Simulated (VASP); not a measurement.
# Pd (Fm-3m) in VASP: notebook

Pd is run at these levels: LDA; tasks: single point.

Program: VASP 6.6.1. These are calculated values, not measurements. Logs are shortened: lines on timing, memory, paths and dates and some standing lists are left out, and cuts for length are marked.

### 1 The cell of the first run

It takes space group Fm-3m (No. 225, cubic). Conventional cell: a = 3.841 Å, b = 3.841 Å, c = 3.841 Å, α = 90.00°, β = 90.00°, γ = 90.00°. Pd (site symmetry m-3m) has 12 Pd at 2.72 Å within 3.6 Å.

### 2 Single point, LDA, collinear spin, ferromagnetic start

Input file INCAR:

```
SYSTEM = Pd
ALGO = Normal
EDIFF = 1E-6
ENCUT = 520
ISIF = 2
ISMEAR = 1
ISPIN = 2
LASPH = .True.
LCHARG = .False.
LMAXMIX = 4
LORBIT = 11
LREAL = .False.
LWAVE = .False.
MAGMOM = 0.5
NBANDS = 15
NELM = 150
PREC = Accurate
SIGMA = 0.6
```

Input file KPOINTS:

```
k-points
0
Gamma
  14 14 14
  0 0 0
```

Input file POSCAR:

```
Pd
1.0
    0.0000000000      1.9202771092      1.9202771092
    1.9202771092      0.0000000000      1.9202771092
    1.9202771092      1.9202771092      0.0000000000
Pd
1
Direct
    0.0000000000      0.0000000000      0.0000000000
```

Potentials or basis: VASP PAW LDA potentials, release 64 (Pd).

Started as:

```bash
> cat potpaw_LDA.64/Pd/POTCAR > POTCAR
> mpirun -np 1 vasp_std > vasp.out
```

OUTCAR:

```text
SYSTEM = Pd
   EDIFF = 1E-6
   ENCUT = 520
   ISIF = 2
   ISMEAR = 1
   ISPIN = 2
   LASPH = .True.
   LORBIT = 11
   LREAL = .False.
   NELM = 150
   PREC = Accurate

 ion  position               nearest neighbor table
   1  0.000  0.000  0.000-

  LATTYP: Found a face centered cubic cell.
 ALAT       =     3.8405542184

  Lattice vectors:

 A1 = (   0.0000000000,   1.9202771092,   1.9202771092)
 A2 = (   1.9202771092,   0.0000000000,   1.9202771092)
 A3 = (   1.9202771092,   1.9202771092,   0.0000000000)

Analysis of symmetry for initial positions (statically):
[... 25 lines left out ...]
The dynamic configuration has the point symmetry O_h .

Analysis of structural, dynamic, and magnetic symmetry:
=====================================================================
 Subroutine PRICEL returns:
[... 7 lines left out ...]
 out of a pool of 48 trial point group operations.

The overall configuration has the point symmetry O_h .

 Subroutine INISYM returns: Found 48 space group operations
[... 5 lines left out ...]
                                     Primitive cell

  volume of cell :      14.1619

  direct lattice vectors                    reciprocal lattice vectors
     0.000000000  1.920277109  1.920277109    -0.260379087  0.260379087  0.260379087
     1.920277109  0.000000000  1.920277109     0.260379087 -0.260379087  0.260379087
     1.920277109  1.920277109  0.000000000     0.260379087  0.260379087 -0.260379087

  length of vectors
     2.715681931  2.715681931  2.715681931     0.450989807  0.450989807  0.450989807

  position of ions in fractional coordinates (direct lattice)
     0.000000000  0.000000000  0.000000000

  ion indices of the primitive-cell ions
   primitive index   ion index
                 1           1

----------------------------------------------------------------------------------------

 KPOINTS: k-points

Automatic generation of k-mesh.
 Grid dimensions read from file:
 generate k-points for:   14   14   14

 Generating k-lattice:

  Cartesian coordinates                     Fractional coordinates (reciprocal lattice)
    -0.018598506  0.018598506  0.018598506     0.071428571  0.000000000  0.000000000
     0.018598506 -0.018598506  0.018598506     0.000000000  0.071428571  0.000000000
     0.018598506  0.018598506 -0.018598506     0.000000000  0.000000000  0.071428571

  Length of vectors
     0.032213558  0.032213558  0.032213558

  Shift w.r.t. Gamma in fractional coordinates (k-lattice)
     0.000000000  0.000000000  0.000000000

 Subroutine IBZKPT returns following result:
 ===========================================

 Found    104 irreducible k-points:

 Following reciprocal coordinates:
            Coordinates               Weight
  0.000000  0.000000  0.000000      1.000000
  0.071429  0.000000  0.000000      8.000000
  0.142857  0.000000  0.000000      8.000000
  0.214286  0.000000  0.000000      8.000000
  0.285714  0.000000  0.000000      8.000000
  0.357143  0.000000  0.000000      8.000000
[... 16 lines left out ...]
  0.214286  0.142857  0.000000     24.000000
  0.285714  0.142857  0.000000     24.000000
 [... further k-points ...]
   k-points           NKPTS =    104   k-points in BZ     NKDIM =    104   number of bands    NBANDS=     15
   number of dos      NEDOS =    301   number of ions     NIONS =      1
   total plane-waves  NPLWV =   8000
   dimension x,y,z NGX =    20 NGY =   20 NGZ =   20
   dimension x,y,z NGXF=    40 NGYF=   40 NGZF=   40
   ions per type =               1
   NGX,Y,Z   is equivalent  to a cutoff of  12.24, 12.24, 12.24 a.u.
   NGXF,Y,Z  is equivalent  to a cutoff of  24.49, 24.49, 24.49 a.u.
 SYSTEM =  Pd
   PREC   = accura    normal or accurate (medium, high low for compatibility)
   ISTART =      0    job   : 0-new  1-cont  2-samecut
   ICHARG =      2    charge: 1-file 2-atom 10-const
   ISPIN  =      2    spin polarized calculation?
   LNONCOLLINEAR =      F non collinear calculations
   LSORBIT =      F    spin-orbit coupling
   LASPH  =      T    aspherical Exc in radial PAW
   ENCUT  =  520.0 eV  38.22 Ry    6.18 a.u.   5.05  5.05  5.05*2*pi/ulx,y,z
   NELM   =    150;   NELMIN=  2; NELMDL= -5     # of ELM steps
   EDIFF  = 0.1E-05   stopping-criterion for ELM
   LREAL  =      F    real-space projection
   EDIFFG = 0.1E-04   stopping-criterion for IOM
   NSW    =      0    number of steps for IOM
   IBRION =     -1    ionic relax: 0-MD 1-quasi-New 2-CG
   NFREE  =      0    steps in history (QN), initial steepest desc. (CG)
   ISIF   =      2    stress and relaxation
   ISYM   =      2    0-nonsym 1-usesym 2-fastsym
   POTIM  = 0.5000    time-step for ionic-motion
   TEBEG  =    0.0;   TEEND  =   0.0 temperature during run
   PSTRESS=    0.0 pullay stress
   NELECT =      10.0000    total number of electrons
   NUPDOWN=      -1.0000    fix difference up-down
   EMIN   =  10.00;   EMAX   =-10.00  energy-range for DOS
   EFERMI =   0.00;   METHOD = LEGACY
   ISMEAR =     1;   SIGMA  =   0.60  broadening in eV -4-tet -1-fermi 0-gaus
   EFERMI_NEDOS =   21; number of points for ismear=-14 and -15
   IALGO  =     38    algorithm
   IMIX   =      4    mixing-type and parameters
     AMIX     =   0.40;   BMIX     =  1.00
     AMIX_MAG =   1.60;   BMIX_MAG =  1.00
  volume/ion in A,a.u.               =      14.16        95.57
  Fermi-wavevector in a.u.,A,eV,Ry     =   1.457810  2.754861 28.915238  2.125210
  Thomas-Fermi vector in A             =   2.574568
   LORBIT       =     11    0 simple, 1 ext, 2 COOP (PROOUT), +10 PAW based schemes
   GGA     = CA    functional components
   LHFCALC =     F    Hartree Fock is set to
   AEXX    =    0.0000 exact exchange contribution
   IVDW    =     0    specifies the selected vdW correction
   LEPSILON=     F    determine dielectric tensor
   LRPA    =     F    only Hartree local field effects (RPA)
 spin polarized calculation
 Methfessel and Paxton  Order N= 1 SIGMA  =   0.60
  energy-cutoff  :      520.00
  volume of cell :       14.16
 maximum number of plane-waves:       392
   NGX =  9   NGY =  9   NGZ =  9

 number of electron      10.0000005 magnetization      -0.0052457

 number of electron      10.0000005 magnetization       0.0001633

 Free energy of the ion-electron system (eV)
  ---------------------------------------------------
  ext. energy  EPLUGINS =         0.00000000
  ---------------------------------------------------
  free energy    TOTEN  =        -6.51582044 eV

  energy without entropy =       -6.46620697  energy(sigma->0) =       -6.49928262

 E-fermi :  10.3392     XC(G=0): -13.7682

 val. band max:       10.3294147526   @ k =   0.4286   0.2857   0.0000
 cond. band min:      10.3453050446   @ k =  -0.2143   0.1429   0.0000
 fundamental gap:      0.0158902920
 Fermi energy:        10.3391957505

 spin component 1

 k-point     1 :       0.0000    0.0000    0.0000
  band No.  band energies     occupation
      1       2.7480      1.00000
      2       7.2399      1.00000
      3       7.2399      1.00000
      4       7.2399      1.00000
      5       8.9941      1.00339
      6       8.9941      1.00339
      7      27.4466      0.00000
      8      32.3978      0.00000
      9      32.3978      0.00000
     10      32.3978      0.00000
     11      35.9127      0.00000
     12      38.0380      0.00000
     13      41.6855      0.00000
     14      41.6855      0.00000
     15      41.6855      0.00000

 k-point     2 :       0.0714    0.0000    0.0000
  band No.  band energies     occupation
      1       2.9398      1.00000
      2       7.1694      1.00000
      3       7.3080      1.00000
      4       7.3080      1.00000
      5       8.9609      1.00273
      6       8.9609      1.00273
      7      27.6661      0.00000
      8      31.2538      0.00000
      9      32.6342      0.00000
     10      32.6342      0.00000
     11      35.9370      0.00000
     12      38.7944      0.00000
     13      40.9285      0.00000
     14      41.1001      0.00000
     15      41.1001      0.00000

 k-point     3 :       0.1429    0.0000    0.0000
  band No.  band energies     occupation
      1       3.4757      1.00000
      2       7.0201      1.00000
      3       7.4661      1.00000
      4       7.4661      1.00000
      5       8.9137      1.00198
      6       8.9137      1.00198
      7      28.0208      0.00000
      8      29.2350      0.00000
      9      33.2856      0.00000
     10      33.2856      0.00000
     11      35.9436      0.00000
     12      37.6029      0.00000
     13      39.6007      0.00000
     14      39.6007      0.00000
     15      42.9624      0.00000
[... 343 lines left out ...]
 k-point    23 :       0.2143    0.1429    0.0000
  band No.  band energies     occupation
      1       4.2858      1.00000
      2       6.4764      1.00000
      3       7.8201      1.00000
      4       7.9320      1.00000
      5       8.4809      1.00005
      6       9.3466      1.02058
      7      28.3919      0.00000
      8      29.2697      0.00000
      9      31.0000      0.00000
     10      31.8728      0.00000
     11      35.8555      0.00000
     12      37.8311      0.00000
     13      38.9104      0.00000
     14      39.4951      0.00000
     15      42.7405      0.00000

 k-point    24 :       0.2857    0.1429    0.0000
  band No.  band energies     occupation
      1       4.9118      1.00000
      2       6.4157      1.00000
      3       7.5668      1.00000
      4       8.0191      1.00000
      5       9.1271      1.00748
      6       9.6051      1.03546
      7      25.9624      0.00000
      8      29.1127      0.00000
      9      30.4763      0.00000
     10      32.2977      0.00000
     11      35.8413      0.00000
     12      37.3289      0.00000
     13      38.6775      0.00000
     14      39.3401      0.00000
     15      42.7207      0.00000

 [... further k-points ...]

 spin component 2

 k-point     1 :       0.0000    0.0000    0.0000
  band No.  band energies     occupation
      1       2.7479      1.00000
      2       7.2401      1.00000
      3       7.2401      1.00000
      4       7.2401      1.00000
      5       8.9943      1.00340
      6       8.9943      1.00340
      7      27.4465      0.00000
      8      32.3977      0.00000
      9      32.3977      0.00000
     10      32.3977      0.00000
     11      35.9130      0.00000
     12      38.0378      0.00000
     13      41.6854      0.00000
     14      41.6854      0.00000
     15      41.6854      0.00000

 k-point     2 :       0.0714    0.0000    0.0000
  band No.  band energies     occupation
      1       2.9397      1.00000
      2       7.1696      1.00000
      3       7.3082      1.00000
      4       7.3082      1.00000
      5       8.9611      1.00273
      6       8.9611      1.00273
      7      27.6660      0.00000
      8      31.2536      0.00000
      9      32.6341      0.00000
     10      32.6341      0.00000
     11      35.9374      0.00000
     12      38.7943      0.00000
     13      40.9285      0.00000
     14      41.1001      0.00000
     15      41.1001      0.00000

 k-point     3 :       0.1429    0.0000    0.0000
  band No.  band energies     occupation
      1       3.4756      1.00000
      2       7.0203      1.00000
      3       7.4663      1.00000
      4       7.4663      1.00000
      5       8.9139      1.00198
      6       8.9139      1.00198
      7      28.0207      0.00000
      8      29.2349      0.00000
      9      33.2855      0.00000
     10      33.2855      0.00000
     11      35.9439      0.00000
     12      37.6028      0.00000
     13      39.6007      0.00000
     14      39.6007      0.00000
     15      42.9622      0.00000
[... 343 lines left out ...]
 k-point    23 :       0.2143    0.1429    0.0000
  band No.  band energies     occupation
      1       4.2857      1.00000
      2       6.4766      1.00000
      3       7.8203      1.00000
      4       7.9322      1.00000
      5       8.4811      1.00005
      6       9.3468      1.02059
      7      28.3919      0.00000
      8      29.2696      0.00000
      9      30.9999      0.00000
     10      31.8727      0.00000
     11      35.8559      0.00000
     12      37.8311      0.00000
     13      38.9104      0.00000
     14      39.4951      0.00000
     15      42.7405      0.00000

 k-point    24 :       0.2857    0.1429    0.0000
  band No.  band energies     occupation
      1       4.9118      1.00000
      2       6.4158      1.00000
      3       7.5670      1.00000
      4       8.0193      1.00000
      5       9.1272      1.00749
      6       9.6053      1.03546
      7      25.9624      0.00000
      8      29.1126      0.00000
      9      30.4762      0.00000
     10      32.2977      0.00000
     11      35.8416      0.00000
     12      37.3289      0.00000
     13      38.6774      0.00000
     14      39.3401      0.00000
     15      42.7207      0.00000

 [... further k-points ...]
[... 5 lines left out ...]
  --------------------------------------------------------------------------------------
  -------------------------------------------------------------------------------------
  Total        0.0326225      0.0326225      0.0326225      0.0000000      0.0000000     -0.0000000
  in kB        3.6906815      3.6906815      3.6906815      0.0000000      0.0000000     -0.0000000
  external PRESSURE =       3.6906815 kB  Pullay stress =       0.0000000 kB

 VOLUME and BASIS-vectors are now :
 -----------------------------------------------------------------------------
  energy-cutoff  :      520.00
  volume of cell :       14.16
      direct lattice vectors                 reciprocal lattice vectors
     0.000000000  1.920277109  1.920277109    -0.260379087  0.260379087  0.260379087
     1.920277109  0.000000000  1.920277109     0.260379087 -0.260379087  0.260379087
     1.920277109  1.920277109  0.000000000     0.260379087  0.260379087 -0.260379087

 POSITION                                       TOTAL-FORCE (eV/Angst)
 -----------------------------------------------------------------------------------
      0.00000      0.00000      0.00000         0.000000      0.000000      0.000000
 -----------------------------------------------------------------------------------
    total drift:                                0.000000     -0.000000     -0.000000

  FREE ENERGIE OF THE ION-ELECTRON SYSTEM (eV)
  ---------------------------------------------------
  free  energy   TOTEN  =        -6.5158204375 eV

  energy  without entropy=       -6.4662069741  energy(sigma->0) =       -6.49928262

 total charge

# of ion       s       p       d       tot
------------------------------------------
    1        0.514   0.530   8.483   9.528

 magnetization (x)

# of ion       s       p       d       tot
------------------------------------------
    1       -0.000  -0.000   0.000   0.000
```

It took 24 s on 1 thread of Intel Xeon Platinum 8488C (Sapphire Rapids), shared host; peak memory 0.14 GiB.

Results:

```
Free energy                                           : -6.5158 eV
Pressure                                              : 0.4 GPa
Band gap on the k mesh                                : zero (filled and empty bands overlap)
Net moment                                            : 0.00 μB per cell
Valence electrons inside the program's atomic spheres : Pd 9.53
```

[end of part 1 of 2]
